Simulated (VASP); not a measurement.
Write the native input for VASP 6.6.1 that does the following.

* Task: single point
* Functional: LDA
* Potentials or basis: VASP PAW LDA potentials, release 64 (In_d)
* Cutoff: 520 eV
* k mesh: 8 × 8 × 8
* Occupations: fermi-dirac, width 0.136057 eV
* Spin: no spin polarisation
* Dipole correction: no
* Further INCAR settings: ALGO = Normal; EDIFF = 1e-07; NBANDS = 20

The structure of In lies in POSCAR:

```
In
1.0
    0.0000000000      3.2342034243      3.2342034243
    3.2342034243      0.0000000000      3.2342034243
    3.2342034243      3.2342034243      0.0000000000
In
2
Direct
    0.0000000000      0.0000000000      0.0000000000
    0.2500000000      0.2500000000      0.2500000000
```

One way to write it, as run:

INCAR

```
SYSTEM = In
ALGO = Normal ; EDIFF = 1E-7
ENCUT = 520 ; GGA = CA
ISIF = 2 ; ISMEAR = -1
LASPH = .TRUE. ; LCHARG = .FALSE.
LREAL = .FALSE. ; LWAVE = .FALSE.
NBANDS = 20 ; NELM = 100
PREC = Accurate ; SIGMA = 0.13605693000000002
```

KPOINTS

```
k-points
0
G
  8 8 8
  0 0 0
```

Potentials or basis: VASP PAW LDA potentials, release 64 (In_d).

Launch:

```bash
$ cat potpaw_LDA.64/In_d/POTCAR > POTCAR
$ mpirun -np 1 vasp_std > vasp.out
```

It gave:

```json
{"Pressure": "0.0 GPa", "Band gap on the k mesh": "zero (band 13 reaches 6.79 eV, above the bottom of band 14 at 2.96 eV)"}
```

Caveat: spin-orbit coupling is left out, which moves the levels of the heavy elements.

Run time: 23 s on 1 thread of Intel(R) Xeon(R) Platinum 8375C CPU @ 2.90GHz (Ice Lake), on a shared host, peak memory 0.18 GiB.
